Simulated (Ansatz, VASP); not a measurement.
# InSb in VASP and in Ansatz

The input INCAR:

```
PREC = Accurate
ENCUT = 520
EDIFF = 1E-7
ISMEAR = 0
SIGMA = 0.15
LREAL = False
LASPH = True
NELM = 80
ALGO = Normal
ISIF = 2
LWAVE = False
LCHARG = False
GGA = PS
NBANDS = 16
```

Contents of KPOINTS:

```
regular mesh
0
Gamma
  14 14 14
```

File POSCAR:

```
InSb
1.0
    0.0000000000      3.2356673688      2.6972523187
    3.2356673688      0.0000000000      2.6972523187
    3.2356673688      3.2356673688      0.0000000000
In Sb
1 1
Direct
    0.0000000000      0.0000000000      0.0000000000
    0.5000000000      0.5000000000      0.5000000000
```

Input for Ansatz:

```yaml
crystal:
  lattice:
    - [0.0, 3.2356673688, 2.6972523187]
    - [3.2356673688, 0.0, 2.6972523187]
    - [3.2356673688, 3.2356673688, 0.0]
  atoms:
    - { symbol: In, position: [0.0, 0.0, 0.0] }
    - { symbol: Sb, position: [0.5, 0.5, 0.5] }
basis:
  ecutwfc: 420
kpoints:
  mp_grid: { grid: [14, 14, 14] }
hamiltonian:
  xc: pbesol
  pseudopotentials: { kind: paw, azcp: { folder: soft_1 } }
scf:
  occupations: { method: gaussian, width: 0.15 }
output:
  forces: true
  stress: true
  eigenvalues: true
```

Alike in both runs: task single point; functional PBEsol; k mesh 14 × 14 × 14; occupations gaussian, width 0.15 eV; no spin polarisation.

|  | VASP | Ansatz |
| --- | --- | --- |
| version | VASP 6.6.1 | Ansatz 0.2.0 |
| potentials or method | VASP PAW PBE potentials, release 64 (In_d, Sb), cutoff 520 eV | scalar-relativistic, plane waves, PAW |
| valence electrons in the cell | 18 | 28 |

|  | VASP | Ansatz | Ansatz less VASP |
| --- | --- | --- | --- |
| gap on the k mesh at the Fermi level (eV) | none | none | - |
| pressure (GPa) | 2.9 | 2.9 | -0.01 |
| traceless stress, the component that is largest in VASP (GPa) | 15.09 | 15.08 | -0.009 |

VASP's potentials were made for PBE, not for PBEsol, and Ansatz warns of the same on its side. A gap of «none» marks a metal or a gap that the smearing closes. VASP's potentials hold 18 valence electrons a cell and Ansatz's 28, so a difference there can come from the potentials and not from the codes.

Spin-orbit coupling is off throughout.
